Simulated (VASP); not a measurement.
# NaTaSe2 (P4/mmm) in VASP: relaxation of cell and atoms with PBE

Aim: the relaxation of cell and atoms of NaTaSe2 with PBE.

Everything below comes from runs of VASP 6.6.1. Logs are shortened: lines on timing, memory, paths and dates and some standing lists are left out, and cuts for length are marked.

**1. The cell of the first run**

It takes space group P4/mmm (No. 123, tetragonal). The conventional cell has a = 3.849 Å, b = 3.849 Å, c = 5.329 Å, α = 90.00°, β = 90.00°, γ = 90.00°. Na (site symmetry 4/mmm) has 6 Se at 2.66 to 2.72 Å within 3.5 Å. Within 3.5 Å of Ta (site symmetry 4/mmm) lie 6 Se at 2.66 to 2.72 Å. Within 3.5 Å of Se (site symmetry 4/mmm) lie 2 Ta at 2.66 Å and 4 Na at 2.72 Å. Within 3.5 Å of Se (site symmetry 4/mmm) lie 2 Na at 2.66 Å and 4 Ta at 2.72 Å.

The cell was generated, and may not be a known phase.

**2. Relaxation of cell and atoms, PBE**

Input file INCAR:

```
  ALGO = Normal
  EDIFF = 1E-6
  EDIFFG = -0.01
  ENCUT = 600
  GGA = PE
  IBRION = 2
  ISIF = 3
  ISMEAR = 0
  LASPH = T
  LCHARG = F
  LREAL = F
  LWAVE = F
  NELM = 60
  NSW = 100
  PREC = Accurate
  SIGMA = 0.1
```

Input file KPOINTS:

```
k-points
0
Gamma
  12 12 10
```

Input file POSCAR:

```
NaTaSe2
1.0
    3.8488781616      0.0000000000      0.0000000000
    0.0000000000      3.8488781616      0.0000000000
    0.0000000000      0.0000000000      5.3290467471
Na Ta Se
1 1 2
Direct
    0.0000000000      0.0000000000      0.5000000000
    0.5000000000      0.5000000000      0.0000000000
    0.5000000000      0.5000000000      0.5000000000
    0.0000000000      0.0000000000      0.0000000000
```

Potentials or basis: VASP PAW PBE potentials, release 64 (Na_pv, Ta_pv, Se).

Run with:

```console
> cat potpaw_PBE.64/Na_pv/POTCAR potpaw_PBE.64/Ta_pv/POTCAR potpaw_PBE.64/Se/POTCAR > POTCAR
> mpirun -np 1 vasp_std > vasp.out
```

OUTCAR:

```text
EDIFF = 1E-6
   EDIFFG = -0.01
   ENCUT = 600
   GGA = PE
   IBRION = 2
   ISIF = 3
   ISMEAR = 0
   LASPH = T
   LREAL = F
   NELM = 60
   NSW = 100
   PREC = Accurate

 ion  position               nearest neighbor table
   1  0.000  0.000  0.500-   4 2.66   4 2.66   3 2.72   3 2.72   3 2.72   3 2.72
   2  0.500  0.500  0.000-   3 2.66   3 2.66   4 2.72   4 2.72   4 2.72   4 2.72
   3  0.500  0.500  0.500-   2 2.66   2 2.66   1 2.72   1 2.72   1 2.72   1 2.72
   4  0.000  0.000  0.000-   1 2.66   1 2.66   2 2.72   2 2.72   2 2.72   2 2.72

  LATTYP: Found a simple tetragonal cell.
 ALAT       =     3.8488781616
 C/A-ratio  =     1.3845714318

  Lattice vectors:

 A1 = (   3.8488781616,   0.0000000000,   0.0000000000)
 A2 = (   0.0000000000,   3.8488781616,   0.0000000000)
 A3 = (   0.0000000000,   0.0000000000,   5.3290467471)

Analysis of symmetry for initial positions (statically):
=====================================================================
 Subroutine PRICEL returns:
 Original cell was already a primitive cell.

 Routine SETGRP: Setting up the symmetry group for a
 simple tetragonal supercell.

 Subroutine GETGRP returns: Found 16 space group operations
 (whereof 16 operations were pure point group operations)
 out of a pool of 16 trial point group operations.

The static configuration has the point symmetry D_4h.

Analysis of symmetry for dynamics (positions and initial velocities):
=====================================================================
 Subroutine PRICEL returns:
 Original cell was already a primitive cell.

 Routine SETGRP: Setting up the symmetry group for a
 simple tetragonal supercell.

 Subroutine GETGRP returns: Found 16 space group operations
 (whereof 16 operations were pure point group operations)
 out of a pool of 16 trial point group operations.

The dynamic configuration has the point symmetry D_4h.

 Subroutine INISYM returns: Found 16 space group operations
 (whereof 16 operations are pure point group operations),
 and found     1 'primitive' translations

----------------------------------------------------------------------------------------

                                     Primitive cell

  volume of cell :      78.9438

  direct lattice vectors                    reciprocal lattice vectors
     3.848878162  0.000000000  0.000000000     0.259815967  0.000000000  0.000000000
     0.000000000  3.848878162  0.000000000     0.000000000  0.259815967  0.000000000
     0.000000000  0.000000000  5.329046747     0.000000000  0.000000000  0.187650822

  length of vectors
     3.848878162  3.848878162  5.329046747     0.259815967  0.259815967  0.187650822

  position of ions in fractional coordinates (direct lattice)
     0.000000000  0.000000000  0.500000000
     0.500000000  0.500000000  0.000000000
     0.500000000  0.500000000  0.500000000
     0.000000000  0.000000000  0.000000000

  ion indices of the primitive-cell ions
   primitive index   ion index
                 1           1
                 2           2
                 3           3
                 4           4

----------------------------------------------------------------------------------------

 KPOINTS: k-points

Automatic generation of k-mesh.
 Grid dimensions read from file:
 generate k-points for:   12   12   10

 Generating k-lattice:

  Cartesian coordinates                     Fractional coordinates (reciprocal lattice)
     0.021651331  0.000000000  0.000000000     0.083333333  0.000000000  0.000000000
     0.000000000  0.021651331  0.000000000     0.000000000  0.083333333  0.000000000
     0.000000000  0.000000000  0.018765082     0.000000000  0.000000000  0.100000000

  Length of vectors
     0.021651331  0.021651331  0.018765082

  Shift w.r.t. Gamma in fractional coordinates (k-lattice)
     0.000000000  0.000000000  0.000000000

 Subroutine IBZKPT returns following result:
 ===========================================

 Found    168 irreducible k-points:

 Following reciprocal coordinates:
            Coordinates               Weight
  0.000000  0.000000  0.000000      1.000000
  0.083333  0.000000  0.000000      4.000000
  0.166667  0.000000  0.000000      4.000000
  0.250000  0.000000  0.000000      4.000000
  0.333333  0.000000  0.000000      4.000000
  0.416667  0.000000  0.000000      4.000000
[... 16 lines left out ...]
  0.333333  0.333333  0.000000      4.000000
  0.416667  0.333333  0.000000      8.000000
 [... further k-points ...]
   k-points           NKPTS =    168   k-points in BZ     NKDIM =    168   number of bands    NBANDS=     19
   number of dos      NEDOS =    301   number of ions     NIONS =      4
   total plane-waves  NPLWV =  49152
   dimension x,y,z NGX =    32 NGY =   32 NGZ =   48
   dimension x,y,z NGXF=    64 NGYF=   64 NGZF=   96
   ions per type =               1   1   2
   NGX,Y,Z   is equivalent  to a cutoff of  13.82, 13.82, 14.97 a.u.
   NGXF,Y,Z  is equivalent  to a cutoff of  27.64, 27.64, 29.95 a.u.
 SYSTEM =  unknown system
   PREC   = accura    normal or accurate (medium, high low for compatibility)
   ISTART =      0    job   : 0-new  1-cont  2-samecut
   ICHARG =      2    charge: 1-file 2-atom 10-const
   ISPIN  =      1    spin polarized calculation?
   LNONCOLLINEAR =      F non collinear calculations
   LSORBIT =      F    spin-orbit coupling
   LASPH  =      T    aspherical Exc in radial PAW
   ENCUT  =  600.0 eV  44.10 Ry    6.64 a.u.   7.69  7.69 10.64*2*pi/ulx,y,z
   NELM   =     60;   NELMIN=  2; NELMDL= -5     # of ELM steps
   EDIFF  = 0.1E-05   stopping-criterion for ELM
   LREAL  =      F    real-space projection
   EDIFFG = -.1E-01   stopping-criterion for IOM
   NSW    =    100    number of steps for IOM
   IBRION =      2    ionic relax: 0-MD 1-quasi-New 2-CG
   NFREE  =      1    steps in history (QN), initial steepest desc. (CG)
   ISIF   =      3    stress and relaxation
   ISYM   =      2    0-nonsym 1-usesym 2-fastsym
   POTIM  = 0.5000    time-step for ionic-motion
   TEBEG  =    0.0;   TEEND  =   0.0 temperature during run
   PSTRESS=    0.0 pullay stress
   NELECT =      30.0000    total number of electrons
   NUPDOWN=      -1.0000    fix difference up-down
   EMIN   =  10.00;   EMAX   =-10.00  energy-range for DOS
   EFERMI =   0.00;   METHOD = LEGACY
   ISMEAR =     0;   SIGMA  =   0.10  broadening in eV -4-tet -1-fermi 0-gaus
   EFERMI_NEDOS =   21; number of points for ismear=-14 and -15
   IALGO  =     38    algorithm
   IMIX   =      4    mixing-type and parameters
     AMIX     =   0.40;   BMIX     =  1.00
     AMIX_MAG =   1.60;   BMIX_MAG =  1.00
  volume/ion in A,a.u.               =      19.74       133.18
  Fermi-wavevector in a.u.,A,eV,Ry     =   1.185794  2.240826 19.131257  1.406108
  Thomas-Fermi vector in A             =   2.321980
   LORBIT       =      0    0 simple, 1 ext, 2 COOP (PROOUT), +10 PAW based schemes
   GGA     = PE    functional components
   LHFCALC =     F    Hartree Fock is set to
   AEXX    =    0.0000 exact exchange contribution
   IVDW    =     0    specifies the selected vdW correction
   LEPSILON=     F    determine dielectric tensor
   LRPA    =     F    only Hartree local field effects (RPA)
 conjugate gradient relaxation of ions
 non-spin polarized calculation
 Gauss-broadening in eV      SIGMA  =   0.10
  energy-cutoff  :      600.00
  volume of cell :       78.94
 maximum number of plane-waves:      2656
 NGX is ok and might be reduce to    32
   NGX = 15   NGY = 15   NGZ = 21

--------------------------------------- Ionic step        1  -------------------------------------------

 number of electron      29.9999999 magnetization

 Free energy of the ion-electron system (eV)
  ---------------------------------------------------
  ext. energy  EPLUGINS =         0.00000000
  ---------------------------------------------------
  free energy    TOTEN  =       -21.80049474 eV

  energy without entropy =      -21.78901366  energy(sigma->0) =      -21.79475420

------------------------ aborting loop because EDIFF is reached ----------------------------------------

  FORCE on cell =-STRESS in cart. coord.  units (eV):
  Direction    XX          YY          ZZ          XY          YZ          ZX
  --------------------------------------------------------------------------------------
  -------------------------------------------------------------------------------------
  Total        0.5033869      0.5033869     -0.3050587      0.0000000     -0.0000000     -0.0000000
  in kB       10.2163230     10.2163230     -6.1912188      0.0000000     -0.0000000     -0.0000000
  external PRESSURE =       4.7471424 kB  Pullay stress =       0.0000000 kB
[... 99 lines left out ...]
  energy  without entropy=      -21.7919897683  energy(sigma->0) =      -21.79799611

--------------------------------------- Ionic step        4  -------------------------------------------

 number of electron      30.0000005 magnetization

 Free energy of the ion-electron system (eV)
  ---------------------------------------------------
  ext. energy  EPLUGINS =         0.00000000
  ---------------------------------------------------
  free energy    TOTEN  =       -21.80403901 eV

  energy without entropy =      -21.79206235  energy(sigma->0) =      -21.79805068

 E-fermi :   5.1631     XC(G=0): -10.3364

 val. band max:        5.1569559560   @ k =   0.4167   0.1667   0.2000
 cond. band min:       5.1723401512   @ k =   0.3333   0.0000   0.1000
 fundamental gap:      0.0153841952
 Fermi energy:         5.1631286285

 k-point     1 :       0.0000    0.0000    0.0000
  band No.  band energies     occupation
      1     -30.7830      2.00000
      2     -30.7599      2.00000
      3     -30.7599      2.00000
      4     -18.6875      2.00000
      5     -18.6370      2.00000
      6     -18.6370      2.00000
[... 11 lines left out ...]
     18       4.7892      2.00000
     19       5.6554      0.00000
[... 489 lines left out ...]
      3     -30.7784      2.00000
      4     -18.6842      2.00000
      5     -18.6560      2.00000
      6     -18.6499      2.00000
[... 11 lines left out ...]
     18       6.2174      0.00000
     19       6.5004      0.00000

 [... further k-points ...]
[... 5 lines left out ...]
  --------------------------------------------------------------------------------------
  -------------------------------------------------------------------------------------
  Total        0.0046932      0.0046932      0.0338977      0.0000000     -0.0000000      0.0000000
  in kB        0.0946273      0.0946273      0.6834719      0.0000000     -0.0000000      0.0000000
  external PRESSURE =       0.2909089 kB  Pullay stress =       0.0000000 kB
[... 19 lines left out ...]
  FREE ENERGIE OF THE ION-ELECTRON SYSTEM (eV)
  ---------------------------------------------------
  free  energy   TOTEN  =       -21.8040390053 eV

  energy  without entropy=      -21.7920623505  energy(sigma->0) =      -21.79805068

 reached required accuracy - stopping structural energy minimisation
```

Run time: 3.4 min. Hardware: 1 thread of Intel Xeon 6975P-C (Granite Rapids), shared host; peak memory 0.49 GiB.

Results:

```yaml
Free_energy: -21.8040 eV
Relaxed_volume: 19.87 Å³/atom
Relaxed_cell: a = 3.870 Å, b = 3.870 Å, c = 5.304 Å, α = 90.00°, β = 90.00°, γ = 90.00°
Space_group_after_relaxing_to_0.1_Å: P4/mmm (No. 123)
Energy_gained_by_relaxing: 0.9 meV/atom
Ionic_steps: 4
Pressure_after_relaxing: 0.0 GPa
Band_gap_on_the_k_mesh: zero (bands 15 and 16 overlap by 2.41 eV)
```

The path:
| step | energy change (eV) | largest force (eV/Å) | pressure (GPa) | volume (Å³) |
| --- | --- | --- | --- | --- |
| 1 | 0.0000 | 0.0000 | 0.47 | 78.94 |
| 2 | -0.0035 | 0.0000 | -0.12 | 79.61 |
| 3 | -0.0035 | 0.0000 | -0.10 | 79.59 |
| 4 | -0.0035 | 0.0000 | 0.03 | 79.46 |

Final structure:
```
Na Ta Se
1.0
     3.87048    0.00000    0.00000
     0.00000    3.87048    0.00000
     0.00000    0.00000    5.30431
Na Ta Se
1 1 2
Cartesian
  0.0000 3.8705 2.6522
  1.9352 1.9352 0.0000
  1.9352 1.9352 2.6522
  3.8705 3.8705 5.3043
```

Levels at points of the mesh, in eV from the Fermi level:
| k point | band 11 | band 12 | band 13 | band 14 | band 15 | band 16 | band 17 | band 18 | band 19 |
| --- | --- | --- | --- | --- | --- | --- | --- | --- | --- |
| (0.00, 0.00, 0.00) | -3.39 | -2.44 | -1.65 | -1.44 | -1.44 | -0.57 | -0.37 | -0.37 | 0.49 |
| (0.50, 0.00, 0.00) | -4.44 | -4.20 | -3.64 | -1.81 | -0.10 | 0.59 | 0.93 | 1.01 | 4.08 |
| (0.50, 0.50, 0.00) | -3.10 | -3.09 | -2.81 | -2.81 | -1.63 | -1.63 | 0.18 | 1.16 | 1.20 |
| (0.00, 0.00, 0.50) | -3.11 | -3.11 | -2.71 | -2.71 | -2.37 | -0.56 | 0.60 | 1.42 | 1.42 |
| (0.50, 0.00, 0.50) | -4.96 | -4.95 | -2.51 | -1.96 | 0.62 | 1.34 | 1.52 | 2.73 | 3.23 |
| (0.50, 0.50, 0.50) | -5.05 | -4.49 | -4.49 | -3.54 | 0.18 | 0.59 | 0.59 | 1.21 | 1.48 |

Caveat: spin-orbit coupling is left out, which moves the levels of the heavy elements.
